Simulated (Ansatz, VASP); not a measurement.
# Two plane-wave programs on ScTeBr

```
Sc Te Br
1.0
     4.30799    0.00000    0.00000
     0.00000    4.30799    0.00000
     0.00000    0.00000    5.13223
Sc Te Br
1 1 1
Cartesian
  2.1540 2.1540 3.6045
  0.0000 0.0000 3.7233
  2.1540 2.1540 1.4262
```

Alike in both runs: task single point; functional PBE; k mesh 4 × 4 × 4; occupations gaussian, width 0.1 eV; no spin polarisation.

|  | VASP | Ansatz |
| --- | --- | --- |
| version | VASP 6.6.1 | Ansatz 0.2.0 |
| potentials or method | VASP PAW PBE potentials, release 64 (Sc_sv, Te, Br), cutoff 520 eV | scalar-relativistic, plane waves, PAW |
| valence electrons in the cell | 24 | 34 |

Ansatz gave:

| Item | Value |
| --- | --- |
| gap on the k mesh at the Fermi level (eV) | 0.26 |
| least direct gap on the mesh (eV) | 0.76 |
| pressure (GPa) | 3.9 |
| traceless stress, the component that is largest in VASP (GPa) | 14.22 |
| rms of the force components (eV/Å) | 2.189 |

**Question.** What did VASP give for the same quantities?

**Answer.** gap on the k mesh at the Fermi level (eV): 0.25; least direct gap on the mesh (eV): 0.76; pressure (GPa): 4.0; traceless stress, the component that is largest in VASP (GPa): 14.41; rms of the force components (eV/Å): 2.228.

Atom by atom the forces differ by 0.038 eV/Å (rms over components). The functional is the same, so the differences come from potentials, cutoffs and numerics. VASP's potentials hold 24 valence electrons a cell and Ansatz's 34, so a difference there can come from the potentials and not from the codes.

Spin-orbit coupling is off throughout.
